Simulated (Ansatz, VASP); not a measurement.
# TiO in VASP and in Ansatz

The input POSCAR:

```
TiO
1.0
    4.9890877720      0.0000000000      0.0000000000
   -2.4945438860      4.3206767523      0.0000000000
    0.0000000000      0.0000000000      2.8733134400
Ti O
3 3
Direct
    0.6666666667      0.3333333333      0.5000000000
    0.3333333333      0.6666666667      0.5000000000
    0.0000000000      0.0000000000      0.0000000000
    0.6055592400      0.6055592400      0.0000000000
    0.3944407600      0.0000000000      0.0000000000
    0.0000000000      0.3944407600      0.0000000000
```

File INCAR.step1:

```
PREC = Accurate
ENCUT = 520
ISMEAR = 0
SIGMA = 0.01
LREAL = F
LASPH = T
NELM = 80
NBANDS = 36
GGA = PE
ALGO = Normal
EDIFF = 1E-4
LWAVE = T
LCHARG = F
```

INCAR.step2

```
PREC = Accurate
ENCUT = 520
EDIFF = 1E-6
ISMEAR = 0
SIGMA = 0.01
LREAL = F
LASPH = T
NELM = 80
ALGO = Normal
ISIF = 2
LWAVE = F
LCHARG = F
METAGGA = R2SCAN
LMIXTAU = T
NBANDS = 36
ISTART = 1
```

KPOINTS

```
Automatic mesh
0
Gamma
  12 12 12
```

Input for Ansatz:

```yaml
crystal:
  lattice:
    - [4.989087772, 0.0, 0.0]
    - [-2.494543886, 4.3206767523, 0.0]
    - [0.0, 0.0, 2.87331344]
  atoms:
    - { symbol: Ti, position: [0.6666666667, 0.3333333333, 0.5] }
    - { symbol: Ti, position: [0.3333333333, 0.6666666667, 0.5] }
    - { symbol: Ti, position: [0.0, 0.0, 0.0] }
    - { symbol: O, position: [0.60555924, 0.60555924, 0.0] }
    - { symbol: O, position: [0.39444076, 0.0, 0.0] }
    - { symbol: O, position: [0.0, 0.39444076, 0.0] }
basis:
  ecutwfc: 500
kpoints:
  mp_grid: { grid: [12, 12, 12] }
hamiltonian:
  xc: r2scan
scf:
  occupations: { method: gaussian, width: 0.01 }
output:
  forces: true
  stress: true
  eigenvalues: true
```

Alike in both runs: task single point; functional r2SCAN; k mesh 12 × 12 × 12; occupations gaussian, width 0.01 eV; no spin polarisation.

|  | VASP | Ansatz |
| --- | --- | --- |
| version | VASP 6.6.1 | Ansatz 0.2.0 |
| potentials or method | VASP PAW PBE potentials, release 64 (Ti_sv, O), cutoff 520 eV | scalar-relativistic, plane waves, PAW |
| valence electrons in the cell | 54 | 54 |

```tsv
	VASP	Ansatz	Ansatz less VASP
gap on the k mesh at the Fermi level (eV)	none	none	-
pressure (GPa)	0.1	-1.5	-1.61
traceless stress, the component that is largest in VASP (GPa)	-0.15	-0.18	-0.028
rms of the force components (eV/Å)	0.003	0.014	+0.0113
```

VASP's potentials were made for PBE, not for r2SCAN. Atom by atom the forces differ by 0.011 eV/Å (rms over components). A gap of «none» marks a metal or a gap that the smearing closes. With one functional, cell and mesh, what is left measures potentials, basis and numerics.
